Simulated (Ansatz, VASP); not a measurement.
F: VASP beside Ansatz

```
CELL_PARAMETERS angstrom
3.05677 -1.72882 -0.23576
3.05677 1.72882 -0.23576
-2.30684 0.00000 6.92694
ATOMIC_POSITIONS crystal
F 0.08485 0.08485 0.09400
F 0.91515 0.91515 0.90600
F 0.50157 0.50157 0.59372
F 0.49843 0.49843 0.40628
```

Change from the starting cell: volume 17.833 Å^3 an atom, stretch along a over the lengths across it, relative to the relaxed cell 1.0162.

Alike in both runs: task single point; functional PBEsol; k mesh 4 × 4 × 2; occupations gaussian, width 0.05 eV; no spin polarisation.

|  | VASP | Ansatz |
| --- | --- | --- |
| version | VASP 6.6.1 | Ansatz 0.2.0 |
| potentials or method | VASP PAW PBE potentials, release 64 (F), cutoff 520 eV | scalar-relativistic, plane waves, PAW |
| valence electrons in the cell | 28 | 28 |

```tsv
	VASP	Ansatz	Ansatz less VASP
gap on the k mesh at the Fermi level (eV)	3.45	3.54	+0.090
least direct gap on the mesh (eV)	3.56	3.65	+0.091
pressure (GPa)	4.0	3.5	-0.54
traceless stress, the component that is largest in VASP (GPa)	7.04	5.32	-1.726
rms of the force components (eV/Å)	1.238	0.934	-0.3043
```

VASP's potentials were made for PBE, not for PBEsol. Atom by atom the forces differ by 0.304 eV/Å (rms over components). The functional is the same, so the differences come from potentials, cutoffs and numerics.

The k mesh is coarse, so the values compare programs but aren't converged.
